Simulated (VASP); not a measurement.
The system is N.

```
N
1.0
     5.64400    0.00000    0.00000
     0.00000    5.64400    0.00000
     0.00000    0.00000    5.64400
N
8
Direct
  0.05400 0.05400 0.05400
  0.44600 0.94600 0.55400
  0.55400 0.44600 0.94600
  0.94600 0.55400 0.44600
  0.94600 0.94600 0.94600
  0.55400 0.05400 0.44600
  0.44600 0.55400 0.05400
  0.05400 0.44600 0.55400
```

```yaml
Program: VASP 6.6.1
Task: relaxation of cell and atoms
Functional: PBEsol
Potentials_or_basis: VASP PAW PBE potentials, release 64 (N)
Cutoff: 600 eV
k_mesh: 3 × 3 × 3
Occupations: fermi-dirac, width 0.05 eV
Spin: no spin polarisation
```

At the start: pressure 13.0 GPa; volume 22.47 Å³/atom.

**Question.** How do energy, volume and symmetry change on relaxing?

**Answer.** Over 26 steps the energy falls by 133.3 meV/atom and the volume is 24.88 Å³/atom (+10.7 %); space group Pa-3 (No. 205, to 0.05 Å).

The path:
```csv
step,energy change (eV),largest force (eV/Å),pressure (GPa),volume (Å³)
1,0.0000,10.3403,13.00,179.79
2,48.7263,5.8397,-14.35,231.53
3,33.4116,11.4117,-21.19,210.34
4,12.9859,15.4904,-24.16,193.46
5,2.1745,11.5915,-16.27,185.09
6,-0.2614,6.7914,-9.10,182.26
7,-0.7685,4.3515,-5.70,181.27
8,-0.9930,2.1844,-2.76,180.53
9,-1.0470,0.9869,-1.16,180.16
10,-1.0584,0.3575,-0.33,179.97
11,-1.0600,0.0351,0.10,179.88
12,-1.0600,0.0112,0.14,179.87
13,-1.0600,0.0047,0.14,179.87
14,-1.0603,0.0104,0.13,180.26
15,-1.0613,0.0279,0.09,181.44
16,-1.0629,0.0605,0.03,183.81
17,-1.0652,0.1130,-0.08,188.61
18,-1.0663,0.1691,-0.21,198.47
19,-1.0664,0.1442,-0.18,198.61
20,-1.0666,0.0666,-0.09,199.03
21,-1.0665,0.0884,0.09,199.89
22,-1.0666,0.0204,-0.04,199.29
23,-1.0666,0.0171,-0.04,199.31
24,-1.0666,0.0163,-0.03,199.28
25,-1.0666,0.0127,-0.03,199.18
26,-1.0667,0.0061,-0.03,199.00
```

Final structure:
```yaml
crystal:
  lattice:
    - [5.83830, 0.00000, 0.00000]
    - [0.00000, 5.83830, 0.00000]
    - [0.00000, 0.00000, 5.83830]
  atoms:
    - { symbol: N, position: [0.05493, 0.05493, 0.05493] }
    - { symbol: N, position: [0.44507, 0.94507, 0.55493] }
    - { symbol: N, position: [0.55493, 0.44507, 0.94507] }
    - { symbol: N, position: [0.94507, 0.55493, 0.44507] }
    - { symbol: N, position: [0.94507, 0.94507, 0.94507] }
    - { symbol: N, position: [0.55493, 0.05493, 0.44507] }
    - { symbol: N, position: [0.44507, 0.55493, 0.05493] }
    - { symbol: N, position: [0.05493, 0.44507, 0.55493] }
```

Caveat: the standard files for N, O and F lose accuracy on very short bonds; the PAW data sets were made with another functional, which shifts forces and pressure a little; the volume moved by +11 % from the deposited cell, more than functionals usually miss.
